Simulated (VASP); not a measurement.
**TaN: relaxation of cell and atoms with PBEsol**

TaN:

```
Ta N
1.0
     2.93800    0.00000    0.00000
    -1.46900    2.54438    0.00000
     0.00000    0.00000    2.88300
Ta N
1 1
Direct
  0.33333 0.66667 0.50000
  0.00000 0.00000 0.00000
```

```
Program                : VASP 6.6.1
Task                   : relaxation of cell and atoms
Functional             : PBEsol
Potentials or basis    : VASP PAW PBE potentials, release 64 (Ta_pv, N)
Cutoff                 : 600 eV
k mesh                 : 10 × 10 × 9
Occupations            : gaussian, width 0.05 eV
Spin                   : no spin polarisation
Dipole correction      : no
Further INCAR settings : ALGO = Normal; EDIFF = 1e-06; IBRION = 2; EDIFFG = -0.01; NSW = 80; ISIF = 3
```

| Quantity | Value |
| --- | --- |
| Relaxed volume | 10.65 Å³/atom |
| Relaxed cell | a = 2.926 Å, b = 2.926 Å, c = 2.873 Å, α = 90.00°, β = 90.00°, γ = 120.00° |
| Space group after relaxing (to 0.05 Å) | P-6m2 (No. 187) |
| Energy gained by relaxing | 1.7 meV/atom |
| Ionic steps | 6 |
| Pressure after relaxing | 0.0 GPa |
| Band gap on the k mesh | zero (band 8 reaches 8.43 eV, above the bottom of band 9 at 8.13 eV) |

Step by step:
| step | energy change (eV) | largest force (eV/Å) | pressure (GPa) | volume (Å³) |
| --- | --- | --- | --- | --- |
| 1 | 0.0000 | 0.0000 | -4.21 | 21.55 |
| 2 | 0.0182 | 0.0000 | 11.48 | 20.68 |
| 3 | -0.0034 | 0.0000 | -0.05 | 21.30 |
| 4 | -0.0034 | 0.0000 | 0.03 | 21.30 |
| 5 | -0.0034 | 0.0000 | 0.06 | 21.29 |
| 6 | -0.0034 | 0.0000 | 0.05 | 21.29 |

Final structure:
```
Ta N
1.0
     2.92574    0.00000    0.00000
    -1.46287    2.53377    0.00000
     0.00000    0.00000    2.87258
Ta N
1 1
Cartesian
  0.0000 1.6892 1.4363
  -1.4629 2.5338 0.0000
```

Levels at points of the mesh, in eV from the Fermi level:
```csv
k point,band 6,band 7,band 8,band 9,band 10,band 11
"(0.00, 0.00, 0.00)",-4.67,-4.34,-2.99,2.25,3.59,3.59
"(0.50, 0.00, 0.00)",-5.32,-3.61,-3.24,2.97,4.06,5.22
```

Wall time 28 s on 1 thread of Intel(R) Xeon(R) Platinum 8559C (Emerald Rapids), on a shared host, peak memory 0.17 GiB.

Caveat: the PAW data sets were made with another functional, which shifts forces and pressure a little; spin-orbit coupling is left out, which moves the levels of the heavy elements.
